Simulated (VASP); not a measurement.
# Si7Ge (P-43m) in VASP: a series of runs

Runs on Si7Ge. Level: PBEsol. Tasks: single point, relaxation of cell and atoms.

Program: VASP 6.6.1. These are calculated values, not measurements. Logs are shortened: lines on timing, memory, paths and dates and some standing lists are left out, and cuts for length are marked.

### Step 1. The cell of the first run

The structure is cubic, space group P-43m (No. 215). Conventional cell: a = 5.500 Å, b = 5.500 Å, c = 5.500 Å, α = 90.00°, β = 90.00°, γ = 90.00°. Si (site symmetry 3m) has 3 Si at 2.37 Å and 1 Ge at 2.41 Å within 3.1 Å. Si (site symmetry -42m) has 4 Si at 2.37 Å within 3.1 Å. Within 3.2 Å of Ge (site symmetry -43m) lie 4 Si at 2.41 Å.

### Step 2. Single point, PBEsol

File INCAR:

```
PREC     = Accurate       # precision mode
ENCUT    = 520            # plane-wave cutoff, eV
EDIFF    = 1E-6           # SCF threshold, eV
ISMEAR   = 0              # smearing method
SIGMA    = 0.01           # smearing width, eV
LREAL    = F              # projectors in reciprocal space
LASPH    = T              # aspherical terms in the spheres
NELM     = 80             # most SCF steps
ALGO     = Normal         # electronic algorithm
ISIF     = 2              # what is computed and relaxed
LWAVE    = F              # write WAVECAR
LCHARG   = F              # write CHGCAR
GGA      = PS             # functional
NBANDS   = 31             # bands
```

File KPOINTS:

```
regular mesh
0
Gamma
  8 8 8
```

File POSCAR:

```
Si7Ge
1.0
    5.4999541471      0.0000000000      0.0000000000
    0.0000000000      5.4999541471      0.0000000000
    0.0000000000      0.0000000000      5.4999541471
Si Ge
7 1
Direct
    0.2526208403      0.2526208403      0.2526208403
    0.0000000000      0.5000000000      0.5000000000
    0.5000000000      0.5000000000      0.0000000000
    0.5000000000      0.0000000000      0.5000000000
    0.7473791597      0.2526208403      0.7473791597
    0.7473791597      0.7473791597      0.2526208403
    0.2526208403      0.7473791597      0.7473791597
    0.0000000000      0.0000000000      0.0000000000
```

Potentials or basis: VASP PAW PBE potentials, release 64 (Si, Ge_d).

Run with:

```bash
cat potpaw_PBE.64/Si/POTCAR potpaw_PBE.64/Ge_d/POTCAR > POTCAR
mpirun -np 1 vasp_std > vasp.out
```

OUTCAR:

```text
PREC = Accurate
   ENCUT = 520
   EDIFF = 1E-6
   ISMEAR = 0
   LREAL = F
   LASPH = T
   NELM = 80
   ISIF = 2
   GGA = PS

 ion  position               nearest neighbor table
   1  0.253  0.253  0.253-   2 2.37   3 2.37   4 2.37   8 2.41
   2  0.000  0.500  0.500-   1 2.37   5 2.37   6 2.37   7 2.37
   3  0.500  0.500  0.000-   1 2.37   5 2.37   6 2.37   7 2.37
   4  0.500  0.000  0.500-   1 2.37   5 2.37   6 2.37   7 2.37
   5  0.747  0.253  0.747-   2 2.37   3 2.37   4 2.37   8 2.41
   6  0.747  0.747  0.253-   2 2.37   3 2.37   4 2.37   8 2.41
   7  0.253  0.747  0.747-   2 2.37   3 2.37   4 2.37   8 2.41
   8  0.000  0.000  0.000-   1 2.41   5 2.41   6 2.41   7 2.41

  LATTYP: Found a simple cubic cell.
 ALAT       =     5.4999541471

  Lattice vectors:

 A1 = (   5.4999541471,   0.0000000000,   0.0000000000)
 A2 = (   0.0000000000,   5.4999541471,   0.0000000000)
 A3 = (   0.0000000000,   0.0000000000,   5.4999541471)

Analysis of symmetry for initial positions (statically):
=====================================================================
 Subroutine PRICEL returns:
 Original cell was already a primitive cell.

 Routine SETGRP: Setting up the symmetry group for a
 simple cubic supercell.

 Subroutine GETGRP returns: Found 24 space group operations
 (whereof 24 operations were pure point group operations)
 out of a pool of 48 trial point group operations.

The static configuration has the point symmetry T_d .

Analysis of symmetry for dynamics (positions and initial velocities):
=====================================================================
 Subroutine PRICEL returns:
 Original cell was already a primitive cell.

 Routine SETGRP: Setting up the symmetry group for a
 simple cubic supercell.

 Subroutine GETGRP returns: Found 24 space group operations
 (whereof 24 operations were pure point group operations)
 out of a pool of 48 trial point group operations.

The dynamic configuration has the point symmetry T_d .

 Subroutine INISYM returns: Found 24 space group operations
 (whereof 24 operations are pure point group operations),
 and found     1 'primitive' translations

----------------------------------------------------------------------------------------

                                     Primitive cell

  volume of cell :     166.3708

  direct lattice vectors                    reciprocal lattice vectors
     5.499954147  0.000000000  0.000000000     0.181819698  0.000000000  0.000000000
     0.000000000  5.499954147  0.000000000     0.000000000  0.181819698  0.000000000
     0.000000000  0.000000000  5.499954147     0.000000000  0.000000000  0.181819698

  length of vectors
     5.499954147  5.499954147  5.499954147     0.181819698  0.181819698  0.181819698

  position of ions in fractional coordinates (direct lattice)
     0.252620840  0.252620840  0.252620840
     0.000000000  0.500000000  0.500000000
     0.500000000  0.500000000  0.000000000
     0.500000000  0.000000000  0.500000000
     0.747379160  0.252620840  0.747379160
     0.747379160  0.747379160  0.252620840
     0.252620840  0.747379160  0.747379160
     0.000000000  0.000000000  0.000000000

  ion indices of the primitive-cell ions
   primitive index   ion index
                 1           1
                 2           2
                 3           3
                 4           4
                 5           5
                 6           6
                 7           7
                 8           8

----------------------------------------------------------------------------------------

 KPOINTS: regular mesh

Automatic generation of k-mesh.
 Grid dimensions read from file:
 generate k-points for:    8    8    8

 Generating k-lattice:

  Cartesian coordinates                     Fractional coordinates (reciprocal lattice)
     0.022727462  0.000000000  0.000000000     0.125000000  0.000000000  0.000000000
     0.000000000  0.022727462  0.000000000     0.000000000  0.125000000  0.000000000
     0.000000000  0.000000000  0.022727462     0.000000000  0.000000000  0.125000000

  Length of vectors
     0.022727462  0.022727462  0.022727462

  Shift w.r.t. Gamma in fractional coordinates (k-lattice)
     0.000000000  0.000000000  0.000000000

 Subroutine IBZKPT returns following result:
 ===========================================

 Found     35 irreducible k-points:

 Following reciprocal coordinates:
            Coordinates               Weight
  0.000000  0.000000  0.000000      1.000000
  0.125000  0.000000  0.000000      6.000000
  0.250000  0.000000  0.000000      6.000000
  0.375000  0.000000  0.000000      6.000000
  0.500000  0.000000  0.000000      3.000000
  0.125000  0.125000  0.000000     12.000000
[... 16 lines left out ...]
  0.375000  0.375000  0.125000     24.000000
  0.500000  0.375000  0.125000     24.000000
 [... further k-points ...]
   k-points           NKPTS =     35   k-points in BZ     NKDIM =     35   number of bands    NBANDS=     31
   number of dos      NEDOS =    301   number of ions     NIONS =      8
   total plane-waves  NPLWV =  74088
   dimension x,y,z NGX =    42 NGY =   42 NGZ =   42
   dimension x,y,z NGXF=    84 NGYF=   84 NGZF=   84
   ions per type =               7   1
   NGX,Y,Z   is equivalent  to a cutoff of  12.70, 12.70, 12.70 a.u.
   NGXF,Y,Z  is equivalent  to a cutoff of  25.39, 25.39, 25.39 a.u.
 SYSTEM =  unknown system
   PREC   = accura    normal or accurate (medium, high low for compatibility)
   ISTART =      0    job   : 0-new  1-cont  2-samecut
   ICHARG =      2    charge: 1-file 2-atom 10-const
   ISPIN  =      1    spin polarized calculation?
   LNONCOLLINEAR =      F non collinear calculations
   LSORBIT =      F    spin-orbit coupling
   LASPH  =      T    aspherical Exc in radial PAW
   ENCUT  =  520.0 eV  38.22 Ry    6.18 a.u.  10.23 10.23 10.23*2*pi/ulx,y,z
   NELM   =     80;   NELMIN=  2; NELMDL= -5     # of ELM steps
   EDIFF  = 0.1E-05   stopping-criterion for ELM
   LREAL  =      F    real-space projection
   EDIFFG = 0.1E-04   stopping-criterion for IOM
   NSW    =      0    number of steps for IOM
   IBRION =     -1    ionic relax: 0-MD 1-quasi-New 2-CG
   NFREE  =      0    steps in history (QN), initial steepest desc. (CG)
   ISIF   =      2    stress and relaxation
   ISYM   =      2    0-nonsym 1-usesym 2-fastsym
   POTIM  = 0.5000    time-step for ionic-motion
   TEBEG  =    0.0;   TEEND  =   0.0 temperature during run
   PSTRESS=    0.0 pullay stress
   NELECT =      42.0000    total number of electrons
   NUPDOWN=      -1.0000    fix difference up-down
   EMIN   =  10.00;   EMAX   =-10.00  energy-range for DOS
   EFERMI =   0.00;   METHOD = LEGACY
   ISMEAR =     0;   SIGMA  =   0.01  broadening in eV -4-tet -1-fermi 0-gaus
   EFERMI_NEDOS =   21; number of points for ismear=-14 and -15
   IALGO  =     38    algorithm
   IMIX   =      4    mixing-type and parameters
     AMIX     =   0.40;   BMIX     =  1.00
     AMIX_MAG =   1.60;   BMIX_MAG =  1.00
  volume/ion in A,a.u.               =      20.80       140.34
  Fermi-wavevector in a.u.,A,eV,Ry     =   1.034663  1.955229 14.565407  1.070527
  Thomas-Fermi vector in A             =   2.168969
   LORBIT       =      0    0 simple, 1 ext, 2 COOP (PROOUT), +10 PAW based schemes
   GGA     = PS    functional components
   LHFCALC =     F    Hartree Fock is set to
   AEXX    =    0.0000 exact exchange contribution
   IVDW    =     0    specifies the selected vdW correction
   LEPSILON=     F    determine dielectric tensor
   LRPA    =     F    only Hartree local field effects (RPA)
 non-spin polarized calculation
 Gauss-broadening in eV      SIGMA  =   0.01
  energy-cutoff  :      520.00
  volume of cell :      166.37
 maximum number of plane-waves:      4524
 NGX is ok and might be reduce to    42
   NGX = 21   NGY = 21   NGZ = 21

 number of electron      42.0000024 magnetization

 Free energy of the ion-electron system (eV)
  ---------------------------------------------------
  ext. energy  EPLUGINS =         0.00000000
  ---------------------------------------------------
  free energy    TOTEN  =       -45.10846578 eV

  energy without entropy =      -45.10846578  energy(sigma->0) =      -45.10846578

 E-fermi :   5.4823     XC(G=0):  -9.5502

 val. band max:        5.4335574848   @ k =   0.0000   0.0000   0.0000
 cond. band min:       5.7489897238   @ k =   0.0000   0.0000   0.0000
 fundamental gap:      0.3154322390
 Fermi energy:         5.4823297369

 k-point     1 :       0.0000    0.0000    0.0000
  band No.  band energies     occupation
      1     -18.6650      2.00000
      2     -18.6650      2.00000
      3     -18.6650      2.00000
      4     -18.6406      2.00000
      5     -18.6406      2.00000
      6      -6.5150      2.00000
[... 23 lines left out ...]
     30       7.9571      0.00000
     31       8.0906      0.00000

 k-point     2 :       0.1250    0.0000    0.0000
  band No.  band energies     occupation
      1     -18.6650      2.00000
      2     -18.6650      2.00000
      3     -18.6650      2.00000
      4     -18.6406      2.00000
      5     -18.6406      2.00000
      6      -6.4488      2.00000
[... 23 lines left out ...]
     30       8.3035      0.00000
     31       8.5520      0.00000

 k-point     3 :       0.2500    0.0000    0.0000
  band No.  band energies     occupation
      1     -18.6650      2.00000
      2     -18.6650      2.00000
      3     -18.6650      2.00000
      4     -18.6406      2.00000
      5     -18.6405      2.00000
      6      -6.2510      2.00000
[... 23 lines left out ...]
     30       9.0915      0.00000
     31       9.2999      0.00000

 k-point     4 :       0.3750    0.0000    0.0000
  band No.  band energies     occupation
      1     -18.6651      2.00000
      2     -18.6651      2.00000
      3     -18.6650      2.00000
      4     -18.6406      2.00000
      5     -18.6405      2.00000
      6      -5.9256      2.00000
[... 635 lines left out ...]
     30       9.7969      0.00000
     31      10.0015      0.00000

 k-point    23 :       0.3750    0.3750    0.1250
  band No.  band energies     occupation
      1     -18.6651      2.00000
      2     -18.6651      2.00000
      3     -18.6651      2.00000
      4     -18.6405      2.00000
      5     -18.6404      2.00000
      6      -5.3194      2.00000
[... 23 lines left out ...]
     30      10.2838      0.00000
     31      10.3381      0.00000

 k-point    24 :       0.5000    0.3750    0.1250
  band No.  band energies     occupation
      1     -18.6651      2.00000
      2     -18.6651      2.00000
      3     -18.6651      2.00000
      4     -18.6405      2.00000
      5     -18.6404      2.00000
      6      -5.0107      2.00000
[... 23 lines left out ...]
     30      10.0732      0.00000
     31      10.1297      0.00000

 [... further k-points ...]
[... 5 lines left out ...]
  --------------------------------------------------------------------------------------
  -------------------------------------------------------------------------------------
  Total       -1.9439388     -1.9439388     -1.9439388      0.0000000     -0.0000000      0.0000000
  in kB      -18.7204367    -18.7204367    -18.7204367      0.0000000     -0.0000000      0.0000000
  external PRESSURE =     -18.7204367 kB  Pullay stress =       0.0000000 kB

 VOLUME and BASIS-vectors are now :
 -----------------------------------------------------------------------------
  energy-cutoff  :      520.00
  volume of cell :      166.37
      direct lattice vectors                 reciprocal lattice vectors
     5.499954147  0.000000000  0.000000000     0.181819698  0.000000000  0.000000000
     0.000000000  5.499954147  0.000000000     0.000000000  0.181819698  0.000000000
     0.000000000  0.000000000  5.499954147     0.000000000  0.000000000  0.181819698

 POSITION                                       TOTAL-FORCE (eV/Angst)
 -----------------------------------------------------------------------------------
      1.38940      1.38940      1.38940        -0.005636     -0.005636     -0.005636
      0.00000      2.74998      2.74998         0.000000      0.000000      0.000000
      2.74998      2.74998      0.00000        -0.000000      0.000000      0.000000
      2.74998      0.00000      2.74998        -0.000000      0.000000      0.000000
      4.11055      1.38940      4.11055         0.005636     -0.005636      0.005636
      4.11055      4.11055      1.38940         0.005636      0.005636     -0.005636
      1.38940      4.11055      4.11055        -0.005636      0.005636      0.005636
      0.00000      0.00000      0.00000         0.000000      0.000000      0.000000
 -----------------------------------------------------------------------------------
    total drift:                               -0.000000     -0.000000      0.000000

  FREE ENERGIE OF THE ION-ELECTRON SYSTEM (eV)
  ---------------------------------------------------
  free  energy   TOTEN  =       -45.1084657797 eV

  energy  without entropy=      -45.1084657797  energy(sigma->0) =      -45.10846578
```

It took 64 s on 1 thread of Intel Xeon Platinum 8559C (Emerald Rapids), shared host; peak memory 0.34 GiB.

What came out:

- Free energy: -45.1085 eV
- Pressure: -1.9 GPa
- Largest force: 0.010 eV/Å
- Band gap on the k mesh: 0.32 eV, direct

Forces on the atoms (eV/Å):
```
Si  -0.006 -0.006 -0.006
Si   0.000  0.000  0.000
Si   0.000  0.000  0.000
Si   0.000  0.000  0.000
Si   0.006 -0.006  0.006
Si   0.006  0.006 -0.006
Si  -0.006  0.006  0.006
Ge   0.000  0.000  0.000
```

Levels at points of the mesh, in eV from the valence-band top:
```
           k point  band 17  band 18  band 19  band 20  band 21  band 22  band 23  band 24  band 25  band 26
(0.00, 0.00, 0.00)    -2.81    -2.81     0.00     0.00     0.00     0.32     0.70     0.70     0.70     0.76
(0.50, 0.00, 0.00)    -3.51    -1.94    -1.94    -1.82    -1.82     0.96     1.13     3.00     3.01     4.14
(0.50, 0.50, 0.00)    -3.70    -1.45    -1.33    -1.26    -1.26     2.23     2.23     2.30     2.50     4.62
(0.50, 0.50, 0.50)    -1.26    -1.26    -1.08    -1.08    -1.08     0.89     1.34     1.34     1.34     3.19
```

Caveat: the PAW data sets were made with another functional, which shifts forces and pressure a little. A k mesh can miss the band edges.

(Continued in part 2 of 2.)
